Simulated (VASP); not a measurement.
The system is Li2Se.

```
Li Se
1.0
     0.00000    2.99346    2.99346
     2.99346    0.00000    2.99346
     2.99346    2.99346    0.00000
Li Se
2 1
Cartesian
  1.4967 1.4967 1.4967
  4.4902 4.4902 4.4902
  0.0000 0.0000 0.0000
```

Base run:

| Quantity | Value |
| --- | --- |
| Program | VASP 6.6.1 |
| Functional | r2SCAN |
| Potentials or basis | VASP PAW PBE potentials, release 64 (Li_sv, Se) |
| Cutoff | 830 eV |
| k mesh | 6 × 6 × 6 |
| Occupations | gaussian, width 0.01 eV |
| Spin | no spin polarisation |

Its results: band gap on the k mesh 3.46 eV, indirect (least direct gap 4.18 eV); pressure -0.2 GPa.

Task: The run is repeated on the same cell with these changes: functional from r2SCAN to HSE06; cutoff from 830 eV to 650 eV. What comes out?

Result: Band gap on the k mesh 3.83 eV, indirect (least direct gap 4.39 eV); pressure -0.5 GPa.

HSE06 gives the wider gap, since exact exchange removes part of the self-interaction.

Caveats: the PAW data sets were made with another functional, which shifts forces and pressure a little.

A k mesh can miss the band edges.
